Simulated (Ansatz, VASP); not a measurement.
## BN: VASP beside Ansatz

```
CELL_PARAMETERS angstrom
2.55394 0.00000 0.00000
-1.27697 2.21178 0.00000
0.00000 0.00000 4.22685
ATOMIC_POSITIONS crystal
N 0.33333 0.66667 0.12528
N 0.66667 0.33333 0.62528
B 0.33333 0.66667 0.49972
B 0.66667 0.33333 0.99972
```

Alike in both runs: functional r2SCAN; k mesh 12 × 12 × 6; occupations fermi-dirac, width 0.05 eV; no spin polarisation.

|  | VASP | Ansatz |
| --- | --- | --- |
| version | VASP 6.6.1 | Ansatz 0.2.0 |
| potentials or method | VASP PAW PBE potentials, release 64 (N_h, B_h) | Ansatz PAW |
| plane-wave cutoff (eV) | 910 | 500 |
| valence electrons in the cell | 16 | 16 |
| task | single point | band structure |

|  | VASP | Ansatz | Ansatz less VASP |
| --- | --- | --- | --- |
| gap on the k mesh at the Fermi level (eV) | 5.74 | 5.76 | +0.017 |
| least direct gap on the mesh (eV) | 8.93 | 8.94 | +0.009 |
| rms of the force components (eV/Å) | 0.016 | 0.014 | -0.0012 |

VASP's potentials were made for PBE, not for r2SCAN. Atom by atom the forces differ by 0.001 eV/Å (rms over components).

Noted on VASP's run: the cutoff is short for stress, so the pressure is rough.
